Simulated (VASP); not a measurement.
Wanted: the native input for a VASP 6.6.1 run.

```
Task                   : single point
Functional             : r2SCAN
Potentials or basis    : VASP PAW PBE potentials, release 64 (Ag)
Cutoff                 : 520 eV
k mesh                 : 18 × 18 × 18
Occupations            : gaussian, width 0.1 eV
Spin                   : no spin polarisation
Dipole correction      : no
Further INCAR settings : ALGO = Normal; EDIFF = 1e-06; NBANDS = 12
```

The system is Ag.

```
Ag
1.0
     0.00000    2.05207    2.05207
     2.05207    0.00000    2.05207
     2.05207    2.05207    0.00000
Ag
1
Direct
  0.00000 0.00000 0.00000
```

The input as run:

POSCAR

```
Ag
1.0
    0.0000000000      2.0520691194      2.0520691194
    2.0520691194      0.0000000000      2.0520691194
    2.0520691194      2.0520691194      0.0000000000
Ag
1
Direct
    0.0000000000      0.0000000000      0.0000000000
```

INCAR.step1

```
PREC     = Accurate       # precision mode
ENCUT    = 520            # plane-wave cutoff, eV
ISMEAR   = 0              # smearing method
SIGMA    = 0.1            # smearing width, eV
LREAL    = F              # projectors in reciprocal space
LASPH    = T              # aspherical terms in the spheres
NELM     = 100            # most SCF steps
NBANDS   = 12             # bands
GGA      = PE             # functional
ALGO     = Normal         # electronic algorithm
EDIFF    = 1E-4           # SCF threshold, eV
LWAVE    = T              # write WAVECAR
LCHARG   = F              # write CHGCAR
```

INCAR.step2

```
PREC     = Accurate       # precision mode
ENCUT    = 520            # plane-wave cutoff, eV
EDIFF    = 1E-6           # SCF threshold, eV
ISMEAR   = 0              # smearing method
SIGMA    = 0.1            # smearing width, eV
LREAL    = F              # projectors in reciprocal space
LASPH    = T              # aspherical terms in the spheres
NELM     = 100            # most SCF steps
ALGO     = Normal         # electronic algorithm
ISIF     = 2              # what is computed and relaxed
LWAVE    = F              # write WAVECAR
LCHARG   = F              # write CHGCAR
METAGGA  = R2SCAN         # meta-GGA
LMIXTAU  = T            
NBANDS   = 12             # bands
ISTART   = 1
```

KPOINTS

```
regular mesh
0
Gamma
  18 18 18
```

Potentials or basis: VASP PAW PBE potentials, release 64 (Ag).

Run with:

```bash
$ cat potpaw_PBE.64/Ag/POTCAR > POTCAR
$ cp INCAR.step1 INCAR
$ mpirun -np 1 vasp_std > vasp.out
$ cp INCAR.step2 INCAR
$ mpirun -np 1 vasp_std > vasp.out
```

It gave:

| Quantity | Value |
| --- | --- |
| Pressure | 0.1 GPa |
| Band gap on the k mesh | zero (an odd number of electrons rules out a gap without spin polarisation) |

Caveat: the PAW data sets were made with another functional, which shifts forces and pressure a little.

Wall time 93 s on 1 thread of Intel(R) Xeon(R) Platinum 8259CL CPU @ 2.50GHz (Skylake/Cascade Lake) (shared host), peak memory 0.17 GiB.
